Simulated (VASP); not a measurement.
# Pd (Pm-3m) in VASP: further runs, part 2 of 2

VASP 6.6.1.

**3. Relaxation of cell and atoms, RPBE, collinear spin**

This run uses another cell than the first one, of 15.89 Å³/atom.

File INCAR:

```
  PREC = Accurate
  ENCUT = 600
  EDIFF = 1E-6
  ISMEAR = -1
  SIGMA = 0.05
  LREAL = False
  LASPH = True
  NELM = 150
  ALGO = Normal
  ISIF = 3
  LWAVE = False
  LCHARG = False
  ISPIN = 2
  MAGMOM = 0.5 -0.5
  LORBIT = 11
  LMAXMIX = 4
  GGA = RP
  IBRION = 2
  NSW = 80
  EDIFFG = -0.01
```

File KPOINTS:

```
Automatic mesh
0
Gamma
  11 11 11
```

File POSCAR:

```
Pd
1.0
    0.0000000000      2.5140960172      2.5140960172
    2.5140960172      0.0000000000      2.5140960172
    2.5140960172      2.5140960172      0.0000000000
Pd
2
Direct
    0.0000000000      0.0000000000      0.0000000000
    0.5000000000      0.5000000000      0.5000000000
```

Potentials or basis: VASP PAW PBE potentials, release 64 (Pd).

Started as:

```
cat potpaw_PBE.64/Pd/POTCAR > POTCAR
mpirun -np 1 vasp_std > vasp.out
```

OUTCAR:

```text
PREC = Accurate
   ENCUT = 600
   EDIFF = 1E-6
   ISMEAR = -1
   LREAL = False
   LASPH = True
   NELM = 150
   ISIF = 3
   ISPIN = 2
   LORBIT = 11
   GGA = RP
   IBRION = 2
   NSW = 80
   EDIFFG = -0.01

 ion  position               nearest neighbor table
   1  0.000  0.000  0.000-   2 2.51   2 2.51   2 2.51   2 2.51   2 2.51   2 2.51
   2  0.500  0.500  0.500-   1 2.51   1 2.51   1 2.51   1 2.51   1 2.51   1 2.51

  LATTYP: Found a face centered cubic cell.
 ALAT       =     5.0281920344

  Lattice vectors:

 A1 = (   0.0000000000,   2.5140960172,   2.5140960172)
 A2 = (   2.5140960172,   0.0000000000,   2.5140960172)
 A3 = (   2.5140960172,   2.5140960172,   0.0000000000)

Analysis of symmetry for initial positions (statically):
=====================================================================
 Subroutine PRICEL returns following result:

  LATTYP: Found a simple cubic cell.
[... 744 lines left out ...]
      6       4.2578      1.00000
      7       5.9623      1.00000
      8       5.9645      1.00000
      9       6.3681      0.99991
     10       6.4677      0.99933
     11       6.9072      0.18425
     12      13.8014      0.00000
     13      14.1276      0.00000
     14      19.4468      0.00000

 [... further k-points ...]

 spin component 2

 k-point     1 :       0.0000    0.0000    0.0000
  band No.  band energies     occupation
      1       1.1894      1.00000
      2       2.6029      1.00000
      3       2.6029      1.00000
      4       3.2320      1.00000
      5       3.2320      1.00000
      6       3.2320      1.00000
      7       6.8264      0.53228
      8       6.8264      0.53228
      9       6.8264      0.53227
     10       7.9797      0.00000
     11       7.9797      0.00000
     12      17.8046      0.00000
     13      17.8046      0.00000
     14      17.8046      0.00000
[... 420 lines left out ...]
  FREE ENERGIE OF THE ION-ELECTRON SYSTEM (eV)
  ---------------------------------------------------
  free  energy   TOTEN  =        -8.3293432957 eV

  energy  without entropy=       -8.3023796294  energy(sigma->0) =       -8.31586146

 reached required accuracy - stopping structural energy minimisation

 total charge

# of ion       s       p       d       tot
------------------------------------------
    1        0.475   0.306   8.520   9.301
    2        0.475   0.306   8.520   9.301
--------------------------------------------------
tot          0.950   0.612  17.040  18.602

 magnetization (x)

# of ion       s       p       d       tot
------------------------------------------
    1        0.000   0.000   0.000   0.000
    2       -0.000  -0.000  -0.000  -0.000
--------------------------------------------------
tot          0.000   0.000   0.000   0.000
```

OSZICAR:

```text
N       E                     dE             d eps       ncg     rms          rms(c)
DAV:   1     0.124203782156E+03    0.12420E+03   -0.11184E+04  3136   0.154E+03
DAV:   2    -0.633504561208E+01   -0.13054E+03   -0.12402E+03  3406   0.305E+02
DAV:   3    -0.824733925990E+01   -0.19123E+01   -0.18905E+01  3538   0.426E+01
[... 31 lines left out ...]
       N       E                     dE             d eps       ncg     rms          rms(c)
DAV:   1    -0.833196547051E+01   -0.27793E-02   -0.37972E-02  3172   0.217E+00    0.348E-01
DAV:   2    -0.832932697284E+01    0.26385E-02   -0.10006E-02  3196   0.104E+00    0.944E-02
DAV:   3    -0.832932855038E+01   -0.15775E-05   -0.79314E-05  3184   0.960E-02    0.503E-02
DAV:   4    -0.832934306955E+01   -0.14519E-04   -0.26260E-05  3232   0.416E-02    0.260E-03
DAV:   5    -0.832934329566E+01   -0.22610E-06   -0.44855E-07  1832   0.609E-03
   4 F= -.83293433E+01 E0= -.83158615E+01  d E =-.305018E+00  mag=     0.0000
```

CONTCAR:

```text
Pd
   1.00000000000000
     0.0000000000000000    2.6408611714143664    2.6408611714143664
     2.6408611714143664   -0.0000000000000000    2.6408611714143664
     2.6408611714143664    2.6408611714143664   -0.0000000000000000
  Pd
     2
Direct
     0.0000000000000000    0.0000000000000000    0.0000000000000000
     0.5000000000000000    0.5000000000000000    0.5000000000000000

  0.00000000E+00  0.00000000E+00  0.00000000E+00
  0.00000000E+00  0.00000000E+00  0.00000000E+00
```

Run time: 86 s. Hardware: 1 thread of AMD EPYC 9R45 (Zen 5), shared host; peak memory 0.17 GiB.

What came out:

```
Free energy                                           : -8.3293 eV
Relaxed volume                                        : 18.42 Å³/atom
Relaxed cell                                          : a = 3.735 Å, b = 3.735 Å, c = 3.735 Å, α = 60.00°, β = 60.00°, γ = 60.00°
Space group after relaxing (to 0.1 Å)                 : Pm-3m (No. 221)
Energy gained by relaxing                             : 152.5 meV/atom
Ionic steps                                           : 4
Pressure after relaxing                               : -0.1 GPa
Band gap on the k mesh                                : zero (filled and empty bands overlap)
Net moment                                            : 0.00 μB per cell
Valence electrons inside the program's atomic spheres : Pd 9.30
```

Step by step:
```tsv
step	energy change (eV)	largest force (eV/Å)	pressure (GPa)	volume (Å³)
1	0.0000	0.0000	22.90	31.78
2	-0.0396	0.0000	-10.70	43.42
3	-0.3049	0.0000	-0.35	36.94
4	-0.3050	0.0000	-0.06	36.84
```

Final structure:
```xyz
2
Lattice="0.0000 2.6409 2.6409 2.6409 0.0000 2.6409 2.6409 2.6409 0.0000" Properties=species:S:1:pos:R:3 pbc="T T T"
Pd    0.0000    0.0000    0.0000
Pd    2.6409    2.6409    2.6409
```

Caveat: the volume moved by over 15 % at a fixed basis, so the end points are rough; the PAW data sets were made with another functional, which shifts forces and pressure a little.
